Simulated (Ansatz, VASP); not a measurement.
## Zr: VASP beside Ansatz

INCAR

```
SYSTEM = Zr
ALGO = Normal ; EDIFF = 1E-8
ENCUT = 520 ; GGA = PS
ISIF = 2 ; ISMEAR = -1
LASPH = .True. ; LCHARG = .False.
LEFG = .True. ; LREAL = .False.
LWAVE = .False. ; NBANDS = 19
NELM = 80 ; PREC = Accurate
SIGMA = 0.08
```

The input KPOINTS:

```
k-points
0
Gamma
  13 13 7
  0 0 0
```

The input POSCAR:

```
Zr
1.0
    3.2319982225      0.0000000000      0.0000000000
   -1.6159991112      2.7989925656      0.0000000000
    0.0000000000      0.0000000000      5.2499400000
Zr
2
Direct
    0.3333333333      0.6666666667      0.2500000000
    0.6666666667      0.3333333333      0.7500000000
```

Input for Ansatz:

```yaml
crystal:
  lattice:
    - [3.2319982225, 0.0, 0.0]
    - [-1.6159991112, 2.7989925656, 0.0]
    - [0.0, 0.0, 5.24994]
  atoms:
    - { symbol: Zr, position: [0.3333333333, 0.6666666667, 0.25] }
    - { symbol: Zr, position: [0.6666666667, 0.3333333333, 0.75] }
kpoints:
  mp_grid: { grid: [13, 13, 7] }
scf:
  occupations: { method: fermi_dirac, width: 0.08 }
hamiltonian:
  xc: pbesol
  pseudopotentials: { kind: all_electron, datasets: crystal }
output:
  forces: true
  stress: true
  eigenvalues: true
  efg: { contact_densities: true }
```

Change from the starting cell: zz strain of +2 %, crystal datasets.

Alike in both runs: task electric field gradients; functional PBEsol; k mesh 13 × 13 × 7; occupations fermi-dirac, width 0.08 eV; no spin polarisation.

|  | VASP | Ansatz |
| --- | --- | --- |
| version | VASP 6.6.1 | Ansatz 0.2.0 |
| potentials or method | VASP PAW PBE potentials, release 64 (Zr_sv), cutoff 520 eV | all-electron PAW with datasets made for the crystal, scalar-relativistic |

|  | VASP | Ansatz | Ansatz less VASP |
| --- | --- | --- | --- |
| pressure (GPa) | -5.0 | -5.0 | -0.02 |
| traceless stress, the component that is largest in VASP (GPa) | -0.75 | -0.75 | +0.001 |
| size of Vzz on the site where it differs most (V/Å²) | 29.6 | 30.7 | +1.08 |

VASP's potentials were made for PBE, not for PBEsol. Ansatz ran all-electron here, and VASP with PAW potentials.
